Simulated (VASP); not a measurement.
Wanted: the native input for a VASP 6.6.1 run.

```yaml
Task: single point
Functional: PBE
Potentials_or_basis: VASP PAW PBE potentials, release 64 (Ag)
Cutoff: 520 eV
k_mesh: 15 × 15 × 15
Occupations: fermi-dirac, width 0.05 eV
Spin: no spin polarisation
Dipole_correction: no
Further_INCAR_settings: ALGO = Normal; EDIFF = 1e-06; NBANDS = 12
```

The structure of Ag lies in POSCAR:

```
Ag
1.0
    0.0000000000      2.0431000000      2.0635310000
    2.0431000000      0.0000000000      2.0635310000
    2.0431000000      2.0431000000      0.0000000000
Ag
1
Direct
    0.0000000000      0.0000000000      0.0000000000
```

This cell differs from its parent crystal: zz strain of +1 %.

One way to write it, as run:

INCAR

```
  ALGO = Normal
  EDIFF = 1E-6
  ENCUT = 520
  GGA = PE
  ISIF = 2
  ISMEAR = -1
  LASPH = True
  LCHARG = True
  LELF = True
  LREAL = False
  LVHAR = True
  LWAVE = False
  NBANDS = 12
  NELM = 80
  PREC = Accurate
  SIGMA = 0.05
```

KPOINTS

```
k-points
0
Gamma
  15 15 15
```

Potentials or basis: VASP PAW PBE potentials, release 64 (Ag).

Launch:

```sh
$ cat potpaw_PBE.64/Ag/POTCAR > POTCAR
$ mpirun -np 1 vasp_std > vasp.out
```

It gave:

- Pressure: 3.3 GPa
- Band gap on the k mesh: zero (an odd number of electrons rules out a gap without spin polarisation)

Caveat: the cell differs from its parent crystal (zz strain of +1 %); the cell stands under pressure.

Wall time 16 s on 1 thread of Intel(R) Xeon(R) 6975P-C (Granite Rapids), on a shared host, peak memory 0.18 GiB.
